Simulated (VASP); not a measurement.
# Na (I4_1/amd) in VASP: notebook

Na is run at these levels: PBEsol; tasks: single point.

All numbers are computed with VASP 6.6.1; they aren't measurements. Logs are shortened: lines on timing, memory, paths and dates and some standing lists are left out, and cuts for length are marked.

## (1) The cell of the first run

The structure is tetragonal, space group I4_1/amd (No. 141). Conventional cell: a = 5.130 Å, b = 5.130 Å, c = 2.796 Å, α = 90.00°, β = 90.00°, γ = 90.00°. Within 3.5 Å of Na (site symmetry -4m2) lie 10 Na at 2.66 to 3.31 Å.

## (2) Single point, PBEsol

The input, INCAR:

```
PREC     = Accurate       # precision mode
ENCUT    = 500            # plane-wave cutoff, eV
EDIFF    = 1E-6           # SCF threshold, eV
ISMEAR   = -1             # smearing method
SIGMA    = 0.1            # smearing width, eV
LREAL    = F              # projectors in reciprocal space
LASPH    = T              # aspherical terms in the spheres
NELM     = 120            # most SCF steps
ALGO     = Normal         # electronic algorithm
ISIF     = 2              # what is computed and relaxed
LWAVE    = F              # write WAVECAR
LCHARG   = F              # write CHGCAR
GGA      = PS             # functional
NBANDS   = 14             # bands
GGA_COMPAT= F
```

The input, KPOINTS:

```
Automatic mesh
0
Gamma
  15 15 15
```

The input, POSCAR:

```
Na
1.0
   -2.5651069125      2.5651069125      1.3980523181
    2.5651069125     -2.5651069125      1.3980523181
    2.5651069125      2.5651069125     -1.3980523181
Na
2
Direct
   -0.3750000000     -0.1250000000     -0.2500000000
    0.3750000000      0.1250000000      0.2500000000
```

Potentials or basis: VASP PAW PBE potentials, release 64 (Na_pv).

Launch:

```console
> cat potpaw_PBE.64/Na_pv/POTCAR > POTCAR
> mpirun -np 1 vasp_std > vasp.out
```

OUTCAR:

```text
PREC = Accurate
   ENCUT = 500
   EDIFF = 1E-6
   ISMEAR = -1
   LREAL = F
   LASPH = T
   NELM = 120
   ISIF = 2
   GGA = PS

 ion  position               nearest neighbor table
   1  0.625  0.875  0.750-   2 2.66   2 2.66   2 2.66   2 2.66
   2  0.375  0.125  0.250-   1 2.66   1 2.66   1 2.66   1 2.66

  LATTYP: Found a body centered tetragonal cell.
 ALAT       =     5.1302138250
 C/A-ratio  =     0.5450269193

  Lattice vectors:

 A1 = (  -2.5651069125,   2.5651069125,   1.3980523181)
 A2 = (   2.5651069125,  -2.5651069125,   1.3980523181)
 A3 = (   2.5651069125,   2.5651069125,  -1.3980523181)

Analysis of symmetry for initial positions (statically):
=====================================================================
 Subroutine PRICEL returns:
 Original cell was already a primitive cell.

 Routine SETGRP: Setting up the symmetry group for a
 body centered tetragonal supercell.

 Subroutine GETGRP returns: Found 16 space group operations
 (whereof  4 operations were pure point group operations)
 out of a pool of 16 trial point group operations.

The static configuration has the point symmetry C_2h.
 The point group associated with its full space group is D_4h.

Analysis of symmetry for dynamics (positions and initial velocities):
=====================================================================
 Subroutine PRICEL returns:
 Original cell was already a primitive cell.

 Routine SETGRP: Setting up the symmetry group for a
 body centered tetragonal supercell.

 Subroutine GETGRP returns: Found 16 space group operations
 (whereof  4 operations were pure point group operations)
 out of a pool of 16 trial point group operations.

The dynamic configuration has the point symmetry C_2h.
 The point group associated with its full space group is D_4h.

 Subroutine INISYM returns: Found 16 space group operations
 (whereof  4 operations are pure point group operations),
 and found     1 'primitive' translations

----------------------------------------------------------------------------------------

                                     Primitive cell

  volume of cell :      36.7955

  direct lattice vectors                    reciprocal lattice vectors
    -2.565106913  2.565106913  1.398052318     0.000000000  0.194923649  0.357640407
     2.565106913 -2.565106913  1.398052318     0.194923649  0.000000000  0.357640407
     2.565106913  2.565106913 -1.398052318     0.194923649  0.194923649  0.000000000

[... 91 lines left out ...]
   POTIM  = 0.5000    time-step for ionic-motion
   TEBEG  =    0.0;   TEEND  =   0.0 temperature during run
   PSTRESS=    0.0 pullay stress
   NELECT =      14.0000    total number of electrons
   NUPDOWN=      -1.0000    fix difference up-down
   EMIN   =  10.00;   EMAX   =-10.00  energy-range for DOS
   EFERMI =   0.00;   METHOD = LEGACY
   ISMEAR =    -1;   SIGMA  =   0.10  broadening in eV -4-tet -1-fermi 0-gaus
   EFERMI_NEDOS =   21; number of points for ismear=-14 and -15
   IALGO  =     38    algorithm
   IMIX   =      4    mixing-type and parameters
     AMIX     =   0.40;   BMIX     =  1.00
     AMIX_MAG =   1.60;   BMIX_MAG =  1.00
  volume/ion in A,a.u.               =      18.40       124.15
  Fermi-wavevector in a.u.,A,eV,Ry     =   1.186277  2.241738 19.146836  1.407253
  Thomas-Fermi vector in A             =   2.322453
   LORBIT       =      0    0 simple, 1 ext, 2 COOP (PROOUT), +10 PAW based schemes
   GGA     = PS    functional components
   LHFCALC =     F    Hartree Fock is set to
   AEXX    =    0.0000 exact exchange contribution
   IVDW    =     0    specifies the selected vdW correction
   LEPSILON=     F    determine dielectric tensor
   LRPA    =     F    only Hartree local field effects (RPA)
 non-spin polarized calculation
  energy-cutoff  :      500.00
  volume of cell :       36.80
 maximum number of plane-waves:       954
   NGX = 15   NGY = 15   NGZ = 15

 number of electron      14.0000033 magnetization

 Free energy of the ion-electron system (eV)
  ---------------------------------------------------
  ext. energy  EPLUGINS =         0.00000000
  ---------------------------------------------------
  free energy    TOTEN  =        -1.37634757 eV

  energy without entropy =       -1.35453040  energy(sigma->0) =       -1.36543898

 E-fermi :   3.3382     XC(G=0):  -8.7164

 val. band max:        3.3375227569   @ k =  -0.2000  -0.4667   0.2000
 cond. band min:       3.3426547537   @ k =  -0.4000  -0.4667   0.4000
 fundamental gap:      0.0051319967
 Fermi energy:         3.3382057958

 k-point     1 :       0.0000    0.0000    0.0000
  band No.  band energies     occupation
      1     -21.9408      2.00000
      2     -21.9408      2.00000
      3     -21.6154      2.00000
      4     -21.6122      2.00000
      5     -21.5908      2.00000
      6     -21.5908      2.00000
      7      -1.7676      2.00000
      8       7.2242      0.00000
      9       9.1210      0.00000
     10       9.1210      0.00000
     11      11.3129      0.00000
     12      16.3190      0.00000
     13      17.6042      0.00000
     14      19.7012      0.00000
[... 377 lines left out ...]
      1     -21.9147      2.00000
      2     -21.8924      2.00000
      3     -21.8235      2.00000
      4     -21.8057      2.00000
      5     -21.6094      2.00000
      6     -21.5917      2.00000
      7       0.7875      2.00000
      8       7.3199      0.00000
      9       9.2791      0.00000
     10      10.0792      0.00000
     11      11.1443      0.00000
     12      12.0878      0.00000
     13      13.0599      0.00000
     14      14.2049      0.00000

 [... further k-points ...]

------------------------ aborting loop because EDIFF is reached ----------------------------------------

  FORCE on cell =-STRESS in cart. coord.  units (eV):
  Direction    XX          YY          ZZ          XY          YZ          ZX
  --------------------------------------------------------------------------------------
  -------------------------------------------------------------------------------------
  Total        4.3835393      4.3835393      4.3830641      0.0000000      0.0000000      0.0000000
  in kB      190.8715170    190.8715170    190.8508278      0.0000000      0.0000000      0.0000000
  external PRESSURE =     190.8646206 kB  Pullay stress =       0.0000000 kB

 VOLUME and BASIS-vectors are now :
 -----------------------------------------------------------------------------
  energy-cutoff  :      500.00
  volume of cell :       36.80
      direct lattice vectors                 reciprocal lattice vectors
    -2.565106913  2.565106913  1.398052318     0.000000000  0.194923649  0.357640407
     2.565106913 -2.565106913  1.398052318     0.194923649  0.000000000  0.357640407
     2.565106913  2.565106913 -1.398052318     0.194923649  0.194923649  0.000000000

 POSITION                                       TOTAL-FORCE (eV/Angst)
 -----------------------------------------------------------------------------------
      2.56511      1.28255      1.04854        -0.000000     -0.000000     -0.000000
      0.00000      1.28255      0.34951         0.000000      0.000000      0.000000
 -----------------------------------------------------------------------------------
    total drift:                                0.000000      0.000000      0.000000

  FREE ENERGIE OF THE ION-ELECTRON SYSTEM (eV)
  ---------------------------------------------------
  free  energy   TOTEN  =        -1.3763475666 eV

  energy  without entropy=       -1.3545304029  energy(sigma->0) =       -1.36543898
```

OSZICAR:

```text
N       E                     dE             d eps       ncg     rms          rms(c)
DAV:   1     0.106654447216E+03    0.10665E+03   -0.78394E+03  8082   0.121E+03
DAV:   2     0.260801191492E+01   -0.10405E+03   -0.10208E+03  8562   0.311E+02
DAV:   3    -0.136287916382E+01   -0.39709E+01   -0.39663E+01  9930   0.641E+01
DAV:   4    -0.140701589465E+01   -0.44137E-01   -0.44134E-01  9102   0.756E+00
DAV:   5    -0.140773460886E+01   -0.71871E-03   -0.71871E-03 10140   0.934E-01    0.777E-01
DAV:   6    -0.138774687300E+01    0.19988E-01   -0.86566E-03 10044   0.171E+00    0.455E-01
DAV:   7    -0.137666937186E+01    0.11078E-01   -0.86324E-03 12374   0.149E+00    0.834E-02
DAV:   8    -0.137634689658E+01    0.32248E-03   -0.97975E-04 10236   0.573E-01    0.510E-03
DAV:   9    -0.137634846344E+01   -0.15669E-05   -0.96306E-06  9738   0.363E-02    0.301E-03
DAV:  10    -0.137634756657E+01    0.89687E-06   -0.78723E-07  6198   0.120E-02
   1 F= -.13763476E+01 E0= -.13654390E+01  d E =-.218172E-01
```

Run time: 2.6 min. Hardware: 1 thread of Intel Xeon 8259CL, shared host; peak memory 0.23 GiB.

Results:

* Free energy: -1.3763 eV
* Pressure: 19.1 GPa
* Band gap on the k mesh: zero (bands 7 and 8 overlap by 3.80 eV)

Levels at points of the mesh, in eV from the Fermi level:
```csv
k point,band 4,band 5,band 6,band 7,band 8,band 9,band 10,band 11
"(0.00, 0.00, 0.00)",-24.95,-24.93,-24.93,-5.11,3.89,5.78,5.78,7.97
```

Caveat: the cell stands under pressure; the PAW data sets were made with another functional, which shifts forces and pressure a little.

## (3) Single point, PBEsol

The input, INCAR:

```
  ALGO = Normal
  EDIFF = 1E-6
  ENCUT = 500
  GGA = PS
  GGA_COMPAT = False
  ISIF = 2
  ISMEAR = -1
  LASPH = True
  LCHARG = False
  LREAL = False
  LWAVE = False
  NBANDS = 14
  NELM = 120
  PREC = Accurate
  SIGMA = 0.1
```

The input, KPOINTS:

```
k-points
0
Gamma
  15 15 15
```

The input, POSCAR:

```
Na
1.0
   -2.5655019739      2.5655019739      1.3983055073
    2.5655019739     -2.5655019739      1.3983055073
    2.5655019739      2.5655019739     -1.3983055073
Na
2
Direct
   -0.3750000000     -0.1250000000     -0.2500000000
    0.3750000000      0.1250000000      0.2500000000
```

Potentials or basis: VASP PAW PBE potentials, release 64 (Na_pv).

Launch:

```console
> cat potpaw_PBE.64/Na_pv/POTCAR > POTCAR
> mpirun -np 1 vasp_std > vasp.out
```

OUTCAR:

```text
EDIFF = 1E-6
   ENCUT = 500
   GGA = PS
   ISIF = 2
   ISMEAR = -1
   LASPH = True
   LREAL = False
   NELM = 120
   PREC = Accurate

 ion  position               nearest neighbor table
   1  0.625  0.875  0.750-   2 2.66   2 2.66   2 2.66   2 2.66
   2  0.375  0.125  0.250-   1 2.66   1 2.66   1 2.66   1 2.66

  LATTYP: Found a body centered tetragonal cell.
 ALAT       =     5.1310039478
 C/A-ratio  =     0.5450416805

  Lattice vectors:

[... 593 lines left out ...]

 [... further k-points ...]

------------------------ aborting loop because EDIFF is reached ----------------------------------------

  FORCE on cell =-STRESS in cart. coord.  units (eV):
  Direction    XX          YY          ZZ          XY          YZ          ZX
  --------------------------------------------------------------------------------------
  -------------------------------------------------------------------------------------
  Total        4.3786317      4.3786317      4.3778334     -0.0000000     -0.0000000     -0.0000000
  in kB      190.5646020    190.5646020    190.5298579     -0.0000000     -0.0000000     -0.0000000
  external PRESSURE =     190.5530206 kB  Pullay stress =       0.0000000 kB

 VOLUME and BASIS-vectors are now :
 -----------------------------------------------------------------------------
  energy-cutoff  :      500.00
  volume of cell :       36.81
      direct lattice vectors                 reciprocal lattice vectors
    -2.565501974  2.565501974  1.398305507     0.000000000  0.194893633  0.357575650
     2.565501974 -2.565501974  1.398305507     0.194893633  0.000000000  0.357575650
     2.565501974  2.565501974 -1.398305507     0.194893633  0.194893633  0.000000000

 POSITION                                       TOTAL-FORCE (eV/Angst)
 -----------------------------------------------------------------------------------
      2.56550      1.28275      1.04873         0.000000     -0.000000     -0.000000
      0.00000      1.28275      0.34958        -0.000000      0.000000      0.000000
 -----------------------------------------------------------------------------------
    total drift:                                0.000000      0.000000      0.000000

  FREE ENERGIE OF THE ION-ELECTRON SYSTEM (eV)
  ---------------------------------------------------
  free  energy   TOTEN  =        -1.3784930008 eV

  energy  without entropy=       -1.3566714877  energy(sigma->0) =       -1.36758224
```

OSZICAR:

```text
N       E                     dE             d eps       ncg     rms          rms(c)
DAV:   1     0.105860155932E+03    0.10586E+03   -0.77778E+03  8106   0.119E+03
DAV:   2     0.256752471431E+01   -0.10329E+03   -0.10138E+03  8586   0.310E+02
DAV:   3    -0.136569784065E+01   -0.39332E+01   -0.39292E+01  9972   0.641E+01
DAV:   4    -0.140912859435E+01   -0.43431E-01   -0.43428E-01  9186   0.745E+00
DAV:   5    -0.140984801195E+01   -0.71942E-03   -0.71941E-03 10098   0.934E-01    0.777E-01
DAV:   6    -0.138987948191E+01    0.19969E-01   -0.86630E-03 10126   0.171E+00    0.455E-01
DAV:   7    -0.137881464446E+01    0.11065E-01   -0.86253E-03 12356   0.148E+00    0.834E-02
DAV:   8    -0.137849231407E+01    0.32233E-03   -0.97807E-04 10260   0.572E-01    0.510E-03
DAV:   9    -0.137849389768E+01   -0.15836E-05   -0.95938E-06  9750   0.361E-02    0.301E-03
DAV:  10    -0.137849300076E+01    0.89692E-06   -0.78384E-07  6198   0.120E-02
   1 F= -.13784930E+01 E0= -.13675822E+01  d E =-.218215E-01
```

stdout:

```text
POSCAR found type information on POSCAR Na
 POSCAR found :  1 types and       2 ions
 scaLAPACK will be used
 -----------------------------------------------------------------------------
|                                                                             |
|                                                                             |
|     You enforced a specific xc type in the INCAR file but a different       |
|     I HOPE YOU KNOW WHAT YOU ARE DOING!                                     |
|                                                                             |
 -----------------------------------------------------------------------------

 LDA part: xc-table for (Slater+PW92), standard interpolation
 POSCAR, INCAR and KPOINTS ok, starting setup
 FFT: planning ... GRIDC
 FFT: planning ... GRID_SOFT
 FFT: planning ... GRID
 WAVECAR not read
 entering main loop
```

It took 2.7 min on 1 thread of Intel Xeon 8259CL, shared host; peak memory 0.23 GiB.

What came out:

| Item | Value |
| --- | --- |
| Free energy | -1.3785 eV |
| Pressure | 19.1 GPa |
| Band gap on the k mesh | zero (bands 7 and 8 overlap by 3.80 eV) |

Caveat: the cell stands under pressure; the PAW data sets were made with another functional, which shifts forces and pressure a little.
